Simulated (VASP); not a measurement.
Set up this calculation in VASP 6.6.1, as the native input.

```
Task                   : single point
Functional             : PBE
Potentials or basis    : VASP PAW PBE potentials, release 64 (Cd, Se)
Cutoff                 : 520 eV
k mesh                 : 9 × 9 × 4
Occupations            : gaussian, width 0.05 eV
Spin                   : no spin polarisation
Dipole correction      : no
Further INCAR settings : ALGO = Normal; EDIFF = 1e-07; NBANDS = 26
```

The structure of CdSe lies in POSCAR:

```
CdSe
1.0
    4.3000000000      0.0000000000      0.0000000000
   -2.1500000000      3.7239092363      0.0000000000
    0.0000000000      0.0000000000      7.0200000000
Cd Se
2 2
Direct
    0.3333333333      0.6666666667      0.0000000000
    0.6666666667      0.3333333333      0.5000000000
    0.3333333333      0.6666666667      0.3850000000
    0.6666666667      0.3333333333      0.8850000000
```

These files were run (other wordings do the same):

INCAR

```
SYSTEM = CdSe
PREC     = Accurate       ! precision mode
ENCUT    = 520            ! plane-wave cutoff, eV
EDIFF    = 1E-7           ! SCF threshold, eV
ISMEAR   = 0              ! smearing method
SIGMA    = 0.05           ! smearing width, eV
LREAL    = .False.        ! projectors in reciprocal space
LASPH    = .True.         ! aspherical terms in the spheres
NELM     = 80             ! most SCF steps
ALGO     = Normal         ! electronic algorithm
ISIF     = 2              ! what is computed and relaxed
LWAVE    = .False.        ! write WAVECAR
LCHARG   = .False.        ! write CHGCAR
GGA      = PE             ! functional
NBANDS   = 26             ! bands
```

KPOINTS

```
Automatic mesh
0
Gamma
  9 9 4
  0 0 0
```

Potentials or basis: VASP PAW PBE potentials, release 64 (Cd, Se).

Launch:

```sh
$ cat potpaw_PBE.64/Cd/POTCAR potpaw_PBE.64/Se/POTCAR > POTCAR
$ mpirun -np 1 vasp_std > vasp.out
```

Results of the run:

```yaml
Pressure: 3.3 GPa
Largest_force: 0.291 eV/Å
Band_gap_on_the_k_mesh: 0.70 eV
```

Caveat: the cell stands under pressure; semilocal functionals underestimate gaps, and a narrow one can read as zero.

It took 64 s on 1 thread of Intel(R) Xeon(R) Platinum 8488C (Sapphire Rapids), with other jobs on the host, peak memory 0.27 GiB.
